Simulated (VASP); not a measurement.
CsI:

```xyz
2
Lattice="4.5667 0.0000 0.0000 0.0000 4.5667 0.0000 0.0000 0.0000 4.5667" Properties=species:S:1:pos:R:3 pbc="T T T"
Cs    0.0000    0.0000    0.0000
I     2.2833    2.2833    2.2833
```

Base run:

* Program: VASP 6.6.1
* Functional: RPBE
* Potentials or basis: VASP PAW PBE potentials, release 64 (Cs_sv, I)
* Cutoff: 500 eV
* k mesh: 4 × 4 × 4
* Occupations: gaussian, width 0.01 eV
* Spin: no spin polarisation

Its results: band gap on the k mesh 4.16 eV, indirect (least direct gap 4.24 eV); pressure 2.1 GPa.

Task: The run is repeated on the same cell with these changes: functional from RPBE to BLYP. What comes out?

Result: Band gap on the k mesh 3.97 eV, indirect (least direct gap 4.05 eV); pressure 2.0 GPa.

Caveats: the PAW data sets were made with another functional, which shifts forces and pressure a little; spin-orbit coupling is left out, which moves the levels of the heavy elements.

A k mesh can miss the band edges.
